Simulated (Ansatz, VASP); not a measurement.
**Two plane-wave programs on Al2Cu**

```
CELL_PARAMETERS angstrom
4.10518 0.00000 0.00000
0.00000 4.10518 0.00000
0.00000 0.00000 2.89131
ATOMIC_POSITIONS crystal
Cu 0.00000 0.00000 0.00000
Al 0.00000 0.50000 0.50000
Al 0.50000 0.00000 0.50000
```

Alike in both runs: task relaxation of cell and atoms; functional PBEsol; dispersion D3(BJ); k mesh 7 × 7 × 9; occupations fermi-dirac, width 0.05 eV; no spin polarisation.

|  | VASP | Ansatz |
| --- | --- | --- |
| version | VASP 6.6.1 | Ansatz 0.2.0 |
| potentials or method | VASP PAW PBE potentials, release 64 (Cu, Al) | Ansatz PAW |
| plane-wave cutoff (eV) | 600 | 420 |
| valence electrons in the cell | 17 | 25 |

VASP gave:

* gap on the k mesh at the Fermi level, each at its own relaxed structure (eV): none
* relaxed volume (Å³/atom): 15.33
* relaxed cell length with the largest relative difference (Å): 2.819

**Question.** Estimate Ansatz's values.

**Answer.** gap on the k mesh at the Fermi level, each at its own relaxed structure (eV): none; relaxed volume (Å³/atom): 15.28; relaxed cell length with the largest relative difference (Å): 2.815.

VASP's potentials were made for PBE, not for PBEsol. A gap of «none» marks a metal or a gap that the smearing closes. VASP's potentials hold 17 valence electrons a cell and Ansatz's 25, so a difference there can come from the potentials and not from the codes.

Noted on Ansatz's run: the plane-wave basis is chosen anew once the cell has moved, so the energies of steps on either side of that aren't comparable.
